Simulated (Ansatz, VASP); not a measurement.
Two plane-wave programs on SbTe2I

```
CELL_PARAMETERS angstrom
5.43239 0.00000 0.00000
-2.71619 4.70459 0.00000
0.00000 0.00000 6.64444
ATOMIC_POSITIONS crystal
Sb 0.00000 0.00000 0.00000
Te 0.33333 0.66667 0.00000
Te 0.66667 0.33333 0.00000
I 0.00000 0.00000 0.50000
```

Alike in both runs: task single point; functional PBE; k mesh 6 × 6 × 4; occupations gaussian, width 0.1 eV; no spin polarisation.

|  | VASP | Ansatz |
| --- | --- | --- |
| version | VASP 6.6.1 | Ansatz 0.2.0 |
| potentials or method | VASP PAW PBE potentials, release 64 (Sb, Te, I), cutoff 520 eV | scalar-relativistic, plane waves, PAW |
| valence electrons in the cell | 24 | 64 |

|  | VASP | Ansatz | Ansatz less VASP |
| --- | --- | --- | --- |
| gap on the k mesh at the Fermi level (eV) | none | none | - |
| pressure (GPa) | 0.4 | 0.4 | +0.05 |
| traceless stress, the component that is largest in VASP (GPa) | -3.94 | -3.96 | -0.018 |

A gap of «none» marks a metal or a gap that the smearing closes. With one functional, cell and mesh, what is left measures potentials, basis and numerics. VASP's potentials hold 24 valence electrons a cell and Ansatz's 64, so a difference there can come from the potentials and not from the codes.

Spin-orbit coupling is off throughout.
